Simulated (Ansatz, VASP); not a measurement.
Al: VASP beside Ansatz

```
Al
1.0
     6.02333    2.00778    4.01556
    -6.02333   -2.00778    4.01556
     2.00778   -6.02333   -4.01556
Al
19
Direct
  0.10000 0.20000 0.80000
  0.60000 0.20000 0.80000
  0.10000 0.70000 0.80000
  0.19673 0.39539 0.60296
  0.29796 0.09877 0.40215
  0.55094 0.85107 0.90201
  0.64906 0.54893 0.69799
  0.75051 0.24820 0.49871
  0.00327 0.00461 0.99704
  0.24966 0.75240 0.50206
  0.34748 0.45167 0.29915
  0.44949 0.15180 0.10129
  0.70757 0.90622 0.60296
  0.80338 0.60419 0.40215
  0.90204 0.30123 0.19785
  0.39662 0.79581 0.19785
  0.49243 0.49378 0.99704
  0.85252 0.94833 0.30085
  0.95034 0.64760 0.09794
```

Alike in both runs: task single point; functional PBEsol; k mesh 4 × 4 × 4; occupations gaussian, width 0.1 eV; no spin polarisation.

```csv
,VASP,Ansatz
version,VASP 6.6.1,Ansatz 0.2.0
potentials or method,"VASP PAW PBE potentials, release 64 (Al), cutoff 520 eV","scalar-relativistic, plane waves, PAW"
valence electrons in the cell,57,57
```

Ansatz gave:

```
gap on the k mesh at the Fermi level (eV)                     : none
pressure (GPa)                                                : 0.5
traceless stress, the component that is largest in VASP (GPa) : 2.87
rms of the force components (eV/Å)                            : 0.399
```

Problem. Which values does VASP return?

Solution. gap on the k mesh at the Fermi level (eV): none; pressure (GPa): 0.6; traceless stress, the component that is largest in VASP (GPa): 2.88; rms of the force components (eV/Å): 0.402.

VASP's potentials were made for PBE, not for PBEsol. Atom by atom the forces differ by 0.003 eV/Å (rms over components). A gap of «none» marks a metal or a gap that the smearing closes.
